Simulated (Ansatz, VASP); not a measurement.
## BAs: VASP beside Ansatz

```
B As
1.0
     0.00000    2.39187    2.39187
     2.39187    0.00000    2.39187
     2.39187    2.39187    0.00000
B As
1 1
Direct
  0.00000 0.00000 0.00000
  0.25000 0.25000 0.25000
```

Alike in both runs: task single point; functional PBEsol; dispersion D3(BJ); k mesh 6 × 6 × 6; no spin polarisation.

|  | VASP | Ansatz |
| --- | --- | --- |
| version | VASP 6.6.1 | Ansatz 0.2.0 |
| potentials or method | VASP PAW PBE potentials, release 64 (B, As) | plane waves |
| plane-wave cutoff (eV) | 500 | 420 |
| occupations | gaussian, width 0.01 eV | fixed |
| valence electrons in the cell | 8 | 18 |

Ansatz gave:

* gap on the k mesh at the Fermi level (eV): 1.19
* pressure (GPa): -4.5

Which values does VASP return?

gap on the k mesh at the Fermi level (eV): 1.18; pressure (GPa): -3.7.

VASP's potentials were made for PBE, not for PBEsol. VASP's potentials hold 8 valence electrons a cell and Ansatz's 18, so a difference there can come from the potentials and not from the codes.
